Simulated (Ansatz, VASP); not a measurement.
# One calculation of KMgH3, two programs

INCAR

```
PREC     = Accurate       # precision mode
ENCUT    = 520            # plane-wave cutoff, eV
EDIFF    = 1E-6           # SCF threshold, eV
ISMEAR   = 0              # smearing method
SIGMA    = 0.05           # smearing width, eV
LREAL    = F              # projectors in reciprocal space
LASPH    = T              # aspherical terms in the spheres
NELM     = 60             # most SCF steps
ALGO     = Normal         # electronic algorithm
ISIF     = 2              # what is computed and relaxed
LWAVE    = F              # write WAVECAR
LCHARG   = F              # write CHGCAR
GGA      = CA             # functional
NBANDS   = 15             # bands
```

File KPOINTS:

```
regular mesh
0
Gamma
  8 8 8
```

File POSCAR:

```
KMgH3
1.0
    4.1256250000      0.0000000000      0.0000000000
    0.0000000000      4.1256250000      0.0000000000
    0.0000000000      0.0000000000      4.1256250000
K Mg H
1 1 3
Direct
    0.0000000000      0.0000000000      0.0000000000
    0.5000000000      0.5000000000      0.5000000000
    0.0000000000      0.5000000000      0.5000000000
    0.5000000000      0.0000000000      0.5000000000
    0.5000000000      0.5000000000      0.0000000000
```

Input for Ansatz:

```yaml
crystal:
  lattice:
    - [4.125625, 0.0, 0.0]
    - [0.0, 4.125625, 0.0]
    - [0.0, 0.0, 4.125625]
  atoms:
    - { symbol: K, position: [0.0, 0.0, 0.0] }
    - { symbol: Mg, position: [0.5, 0.5, 0.5] }
    - { symbol: H, position: [0.0, 0.5, 0.5] }
    - { symbol: H, position: [0.5, 0.0, 0.5] }
    - { symbol: H, position: [0.5, 0.5, 0.0] }
basis:
  ecutwfc: 420
kpoints:
  mp_grid: { grid: [8, 8, 8] }
hamiltonian:
  xc: lda
scf:
  occupations: { method: gaussian, width: 0.05 }
output:
  forces: true
  stress: true
  eigenvalues: true
```

Change from the starting cell: strain +0.025 along x and y, +0.025 along z, atoms carried along.

Alike in both runs: task single point; functional LDA; k mesh 8 × 8 × 8; occupations gaussian, width 0.05 eV; no spin polarisation.

|  | VASP | Ansatz |
| --- | --- | --- |
| version | VASP 6.6.1 | Ansatz 0.2.0 |
| potentials or method | VASP PAW LDA potentials, release 64 (K_sv, Mg, H), cutoff 520 eV | scalar-relativistic, plane waves, PAW |
| valence electrons in the cell | 14 | 22 |

Ansatz gave:

| Property | Result |
| --- | --- |
| gap on the k mesh at the Fermi level (eV) | 1.83 |
| least direct gap on the mesh (eV) | 3.86 |
| pressure (GPa) | -4.8 |

**Question.** Which values does VASP return?

**Answer.** gap on the k mesh at the Fermi level (eV): 1.82; least direct gap on the mesh (eV): 3.86; pressure (GPa): -5.1.

LDA's correlation is that of Perdew and Zunger in VASP and of Perdew and Wang (1992) in Ansatz. VASP's potentials hold 14 valence electrons a cell and Ansatz's 22, so a difference there can come from the potentials and not from the codes.
